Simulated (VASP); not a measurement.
Set up this calculation in VASP 6.6.1, as the native input.

| Item | Value |
| --- | --- |
| Task | relaxation of cell and atoms |
| Functional | LDA |
| Potentials or basis | VASP PAW LDA potentials, release 64 (Tc_pv) |
| Cutoff | 500 eV |
| k mesh | 19 × 19 × 19 |
| Occupations | fermi-dirac, width 0.05 eV |
| Spin | no spin polarisation |
| Dipole correction | no |
| Further INCAR settings | ALGO = Normal; EDIFF = 1e-07; IBRION = 2; EDIFFG = -0.01; NSW = 80; ISIF = 3 |

The structure of Tc lies in POSCAR:

```
Tc
1.0
    0.0000000000      1.9250000000      1.9250000000
    1.9250000000      0.0000000000      1.9250000000
    1.9250000000      1.9250000000      0.0000000000
Tc
1
Direct
    0.0000000000      0.0000000000      0.0000000000
```

This isn't the form of Tc at room conditions, which is hcp.

One way to write it, as run:

INCAR

```
PREC = Accurate
ENCUT = 500
EDIFF = 1E-7
ISMEAR = -1
SIGMA = 0.05
LREAL = False
LASPH = True
NELM = 120
ALGO = Normal
ISIF = 3
LWAVE = False
LCHARG = False
IBRION = 2
NSW = 80
EDIFFG = -0.01
GGA_COMPAT = False
NELMIN = 4
```

KPOINTS

```
regular mesh
0
Gamma
  19 19 19
```

Potentials or basis: VASP PAW LDA potentials, release 64 (Tc_pv).

Command:

```console
$ cat potpaw_LDA.64/Tc_pv/POTCAR > POTCAR
$ mpirun -np 1 vasp_std > vasp.out
```

It gave:

* Relaxed volume: 13.84 Å³/atom
* Relaxed cell: a = 2.695 Å, b = 2.695 Å, c = 2.695 Å, α = 60.00°, β = 60.00°, γ = 60.00°
* Space group after relaxing (to 0.1 Å): Fm-3m (No. 225)
* Energy gained by relaxing: 13.4 meV/atom
* Ionic steps: 4
* Pressure after relaxing: 0.0 GPa
* Band gap on the k mesh: zero (an odd number of electrons rules out a gap without spin polarisation)

Wall time 42 s on 1 thread of Intel(R) Xeon(R) Platinum 8488C (Sapphire Rapids), with other jobs on the host, peak memory 0.15 GiB.
